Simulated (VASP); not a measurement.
# Ge (I4_1/amd) in VASP: relaxation of the atoms with LDA

Aim: the relaxation of the atoms of Ge with LDA.

Program: VASP 6.6.1. These are calculated values, not measurements. Logs are shortened: lines on timing, memory, paths and dates and some standing lists are left out, and cuts for length are marked.

## 1. The cell of the first run

It takes space group I4_1/amd (No. 141, tetragonal). The conventional cell has a = 4.043 Å, b = 4.043 Å, c = 5.552 Å, α = 90.00°, β = 90.00°, γ = 90.00°. Ge (site symmetry -4m2) has 4 Ge at 2.45 Å within 3.2 Å.

## 2. Relaxation of the atoms, LDA (strained cell)

INCAR reads:

```
PREC     = Accurate       # precision mode
ENCUT    = 450            # plane-wave cutoff, eV
EDIFF    = 1E-7           # SCF threshold, eV
ISMEAR   = 0              # smearing method
SIGMA    = 0.1            # smearing width, eV
LREAL    = False          # projectors in reciprocal space
LASPH    = True           # aspherical terms in the spheres
NELM     = 120            # most SCF steps
ALGO     = Normal         # electronic algorithm
ISIF     = 2              # what is computed and relaxed
LWAVE    = False          # write WAVECAR
LCHARG   = False          # write CHGCAR
GGA      = CA             # functional
IBRION   = 2              # ionic algorithm
NSW      = 60             # ionic steps
EDIFFG   = -0.002         # ionic threshold
GGA_COMPAT= False        
NELMIN   = 4
```

KPOINTS reads:

```
Automatic mesh
0
Gamma
  12 12 12
```

POSCAR reads:

```
Ge
1.0
    0.0000000000      2.8586444624      2.7760766611
    2.8586444624      0.0000000000      2.7760766611
    2.8586444624      2.8586444624      0.0000000000
Ge
2
Direct
    0.0000000000      0.0000000000      0.0000000000
    0.2500000000      0.2500000000      0.2500000000
```

Potentials or basis: VASP PAW LDA potentials, release 64 (Ge_d).

Launch:

```bash
$ cat potpaw_LDA.64/Ge_d/POTCAR > POTCAR
$ mpirun -np 1 vasp_std > vasp.out
```

OUTCAR:

```text
PREC = Accurate
   ENCUT = 450
   EDIFF = 1E-7
   ISMEAR = 0
   LREAL = False
   LASPH = True
   NELM = 120
   ISIF = 2
   GGA = CA
   IBRION = 2
   NSW = 60
   EDIFFG = -0.002
   NELMIN = 4

 ion  position               nearest neighbor table
   1  0.000  0.000  0.000-   2 2.45   2 2.45   2 2.45   2 2.45
   2  0.250  0.250  0.250-   1 2.45   1 2.45   1 2.45   1 2.45

  LATTYP: Found a body centered tetragonal cell.
 ALAT       =     4.0427337687
 C/A-ratio  =     1.3733660537

  Lattice vectors:

 A1 = (   0.0000000000,  -2.8586444624,  -2.7760766611)
 A2 = (   0.0000000000,   2.8586444624,  -2.7760766611)
 A3 = (   2.8586444624,   0.0000000000,   2.7760766611)

Analysis of symmetry for initial positions (statically):
=====================================================================
 Subroutine PRICEL returns:
 Original cell was already a primitive cell.

 Routine SETGRP: Setting up the symmetry group for a
 body centered tetragonal supercell.

 Subroutine GETGRP returns: Found 16 space group operations
 (whereof  8 operations were pure point group operations)
 out of a pool of 16 trial point group operations.

The static configuration has the point symmetry D_2d.
 The point group associated with its full space group is D_4h.

Analysis of symmetry for dynamics (positions and initial velocities):
=====================================================================
 Subroutine PRICEL returns:
 Original cell was already a primitive cell.

 Routine SETGRP: Setting up the symmetry group for a
 body centered tetragonal supercell.

 Subroutine GETGRP returns: Found 16 space group operations
 (whereof  8 operations were pure point group operations)
 out of a pool of 16 trial point group operations.

The dynamic configuration has the point symmetry D_2d.
 The point group associated with its full space group is D_4h.

 Subroutine INISYM returns: Found 16 space group operations
 (whereof  8 operations are pure point group operations),
 and found     1 'primitive' translations

----------------------------------------------------------------------------------------

                                     Primitive cell

  volume of cell :      45.3714

  direct lattice vectors                    reciprocal lattice vectors
     0.000000000  2.858644462  2.776076661    -0.174908075  0.174908075  0.180110300
     2.858644462  0.000000000  2.776076661     0.174908075 -0.174908075  0.180110300
     2.858644462  2.858644462  0.000000000     0.174908075  0.174908075 -0.180110300

  length of vectors
     3.984777257  3.984777257  4.042733769     0.305982662  0.305982662  0.305982662

  position of ions in fractional coordinates (direct lattice)
     0.000000000  0.000000000  0.000000000
     0.250000000  0.250000000  0.250000000

  ion indices of the primitive-cell ions
   primitive index   ion index
                 1           1
                 2           2

----------------------------------------------------------------------------------------

 KPOINTS: Automatic mesh

Automatic generation of k-mesh.
 Grid dimensions read from file:
 generate k-points for:   12   12   12

 Generating k-lattice:

  Cartesian coordinates                     Fractional coordinates (reciprocal lattice)
    -0.014575673  0.014575673  0.015009192     0.083333333  0.000000000  0.000000000
     0.014575673 -0.014575673  0.015009192     0.000000000  0.083333333  0.000000000
     0.014575673  0.014575673 -0.015009192     0.000000000  0.000000000  0.083333333

  Length of vectors
     0.025498555  0.025498555  0.025498555

  Shift w.r.t. Gamma in fractional coordinates (k-lattice)
     0.000000000  0.000000000  0.000000000

 Subroutine IBZKPT returns following result:
 ===========================================

 Found    163 irreducible k-points:

 Following reciprocal coordinates:
            Coordinates               Weight
  0.000000  0.000000  0.000000      1.000000
  0.083333 -0.000000  0.000000      8.000000
  0.166667  0.000000  0.000000      8.000000
  0.250000  0.000000  0.000000      8.000000
  0.333333 -0.000000  0.000000      8.000000
  0.416667  0.000000  0.000000      8.000000
[... 16 lines left out ...]
  0.500000  0.166667  0.000000      8.000000
 -0.416667  0.166667  0.000000      8.000000
 [... further k-points ...]
   k-points           NKPTS =    163   k-points in BZ     NKDIM =    163   number of bands    NBANDS=     18
   number of dos      NEDOS =    301   number of ions     NIONS =      2
   total plane-waves  NPLWV =  21952
   dimension x,y,z NGX =    28 NGY =   28 NGZ =   28
   dimension x,y,z NGXF=    56 NGYF=   56 NGZF=   56
   ions per type =               2
   NGX,Y,Z   is equivalent  to a cutoff of  11.68, 11.68, 11.51 a.u.
   NGXF,Y,Z  is equivalent  to a cutoff of  23.36, 23.36, 23.03 a.u.
 SYSTEM =  unknown system
   PREC   = accura    normal or accurate (medium, high low for compatibility)
   ISTART =      0    job   : 0-new  1-cont  2-samecut
   ICHARG =      2    charge: 1-file 2-atom 10-const
   ISPIN  =      1    spin polarized calculation?
   LNONCOLLINEAR =      F non collinear calculations
   LSORBIT =      F    spin-orbit coupling
   LASPH  =      T    aspherical Exc in radial PAW
   ENCUT  =  450.0 eV  33.07 Ry    5.75 a.u.   6.89  6.89  6.99*2*pi/ulx,y,z
   NELM   =    120;   NELMIN=  4; NELMDL= -5     # of ELM steps
   EDIFF  = 0.1E-06   stopping-criterion for ELM
   LREAL  =      F    real-space projection
   EDIFFG = -.2E-02   stopping-criterion for IOM
   NSW    =     60    number of steps for IOM
   IBRION =      2    ionic relax: 0-MD 1-quasi-New 2-CG
   NFREE  =      1    steps in history (QN), initial steepest desc. (CG)
   ISIF   =      2    stress and relaxation
   ISYM   =      2    0-nonsym 1-usesym 2-fastsym
   POTIM  = 0.5000    time-step for ionic-motion
   TEBEG  =    0.0;   TEEND  =   0.0 temperature during run
   PSTRESS=    0.0 pullay stress
   NELECT =      28.0000    total number of electrons
   NUPDOWN=      -1.0000    fix difference up-down
   EMIN   =  10.00;   EMAX   =-10.00  energy-range for DOS
   EFERMI =   0.00;   METHOD = LEGACY
   ISMEAR =     0;   SIGMA  =   0.10  broadening in eV -4-tet -1-fermi 0-gaus
   EFERMI_NEDOS =   21; number of points for ismear=-14 and -15
   IALGO  =     38    algorithm
   IMIX   =      4    mixing-type and parameters
     AMIX     =   0.40;   BMIX     =  1.00
     AMIX_MAG =   1.60;   BMIX_MAG =  1.00
  volume/ion in A,a.u.               =      22.69       153.09
  Fermi-wavevector in a.u.,A,eV,Ry     =   1.393799  2.633899 26.431721  1.942677
  Thomas-Fermi vector in A             =   2.517410
   LORBIT       =      0    0 simple, 1 ext, 2 COOP (PROOUT), +10 PAW based schemes
   GGA     = CA    functional components
   LHFCALC =     F    Hartree Fock is set to
   AEXX    =    0.0000 exact exchange contribution
   IVDW    =     0    specifies the selected vdW correction
   LEPSILON=     F    determine dielectric tensor
   LRPA    =     F    only Hartree local field effects (RPA)
 conjugate gradient relaxation of ions
 non-spin polarized calculation
 Gauss-broadening in eV      SIGMA  =   0.10
  energy-cutoff  :      450.00
  volume of cell :       45.37
 maximum number of plane-waves:      1002
   NGX = 13   NGY = 13   NGZ = 13

 number of electron      28.0000001 magnetization

 Free energy of the ion-electron system (eV)
  ---------------------------------------------------
  ext. energy  EPLUGINS =         0.00000000
  ---------------------------------------------------
  free energy    TOTEN  =       -10.38131293 eV

  energy without entropy =      -10.38088920  energy(sigma->0) =      -10.38110107

 E-fermi :   4.7005     XC(G=0): -10.2796

 val. band max:        4.6301467269   @ k =   0.0000   0.0000   0.0000
 cond. band min:       4.7472352373   @ k =   0.5000   0.0000   0.0000
 fundamental gap:      0.1170885104
 Fermi energy:         4.7004926269

 k-point     1 :       0.0000    0.0000    0.0000
  band No.  band energies     occupation
      1     -20.2384      2.00000
      2     -20.2311      2.00000
      3     -20.2311      2.00000
      4     -20.1986      2.00000
      5     -20.1958      2.00000
      6     -19.9923      2.00000
[... 10 lines left out ...]
     17       7.2811      0.00000
     18       7.2811      0.00000

 k-point     2 :       0.0833   -0.0000    0.0000
  band No.  band energies     occupation
      1     -20.2411      2.00000
      2     -20.2353      2.00000
      3     -20.2315      2.00000
      4     -20.1926      2.00000
      5     -20.1901      2.00000
      6     -19.9977      2.00000
[... 10 lines left out ...]
     17       7.4982      0.00000
     18       7.6382      0.00000

 k-point     3 :       0.1667    0.0000    0.0000
  band No.  band energies     occupation
      1     -20.2480      2.00000
      2     -20.2428      2.00000
      3     -20.2294      2.00000
      4     -20.1809      2.00000
      5     -20.1789      2.00000
      6     -20.0081      2.00000
[... 10 lines left out ...]
     17       7.9450      0.00000
     18       8.7778      0.00000

 k-point     4 :       0.2500    0.0000    0.0000
  band No.  band energies     occupation
      1     -20.2547      2.00000
      2     -20.2485      2.00000
      3     -20.2253      2.00000
      4     -20.1695      2.00000
      5     -20.1680      2.00000
      6     -20.0173      2.00000
[... 375 lines left out ...]
      4     -20.1512      2.00000
      5     -20.1353      2.00000
      6     -20.0597      2.00000
[... 10 lines left out ...]
     17       9.7952      0.00000
     18       9.8550      0.00000

 k-point    23 :       0.5000    0.1667    0.0000
  band No.  band energies     occupation
      1     -20.2755      2.00000
      2     -20.2570      2.00000
      3     -20.1963      2.00000
      4     -20.1421      2.00000
      5     -20.1385      2.00000
      6     -20.0529      2.00000
[... 10 lines left out ...]
     17       9.5674      0.00000
     18      10.8101      0.00000

 k-point    24 :      -0.4167    0.1667    0.0000
  band No.  band energies     occupation
      1     -20.2769      2.00000
      2     -20.2596      2.00000
      3     -20.1921      2.00000
      4     -20.1464      2.00000
      5     -20.1357      2.00000
      6     -20.0395      2.00000
[... 10 lines left out ...]
     17       9.3334      0.00000
     18      12.0257      0.00000

 [... further k-points ...]

------------------------ aborting loop because EDIFF is reached ----------------------------------------

  FORCE on cell =-STRESS in cart. coord.  units (eV):
  Direction    XX          YY          ZZ          XY          YZ          ZX
  --------------------------------------------------------------------------------------
  -------------------------------------------------------------------------------------
  Total       -0.6483697     -0.6483697     -0.0777491      0.0000000      0.0000000     -0.0000000
  in kB      -22.8955752    -22.8955752     -2.7455185      0.0000000      0.0000000     -0.0000000
  external PRESSURE =     -16.1788896 kB  Pullay stress =       0.0000000 kB

 VOLUME and BASIS-vectors are now :
 -----------------------------------------------------------------------------
  energy-cutoff  :      450.00
  volume of cell :       45.37
      direct lattice vectors                 reciprocal lattice vectors
     0.000000000  2.858644462  2.776076661    -0.174908075  0.174908075  0.180110300
     2.858644462  0.000000000  2.776076661     0.174908075 -0.174908075  0.180110300
     2.858644462  2.858644462  0.000000000     0.174908075  0.174908075 -0.180110300

 POSITION                                       TOTAL-FORCE (eV/Angst)
 -----------------------------------------------------------------------------------
      0.00000      0.00000      0.00000        -0.000000      0.000000      0.000000
      1.42932      1.42932      1.38804         0.000000      0.000000     -0.000000
 -----------------------------------------------------------------------------------
    total drift:                                0.000000      0.000000      0.000000

  FREE ENERGIE OF THE ION-ELECTRON SYSTEM (eV)
  ---------------------------------------------------
  free  energy   TOTEN  =       -10.3813129340 eV

  energy  without entropy=      -10.3808891982  energy(sigma->0) =      -10.38110107

 reached required accuracy - stopping structural energy minimisation
```

It took 62 s on 1 thread of AMD EPYC 7R13 (Zen 3), shared host; peak memory 0.17 GiB.

What came out:

| Property | Result |
| --- | --- |
| Free energy | -10.3813 eV |
| Pressure after relaxing | -1.6 GPa |
| Band gap on the k mesh | 0.12 eV (least direct gap 0.22 eV) |

Final structure:
```yaml
crystal:
  lattice:
    - [0.00000, 2.85864, 2.77608]
    - [2.85864, 0.00000, 2.77608]
    - [2.85864, 2.85864, 0.00000]
  atoms:
    - { symbol: Ge, position: [0.00000, 0.00000, 0.00000] }
    - { symbol: Ge, position: [0.25000, 0.25000, 0.25000] }
```

Caveat: the cell differs from its parent crystal (strained cell); the relaxation stopped at its first step, so nothing moved.
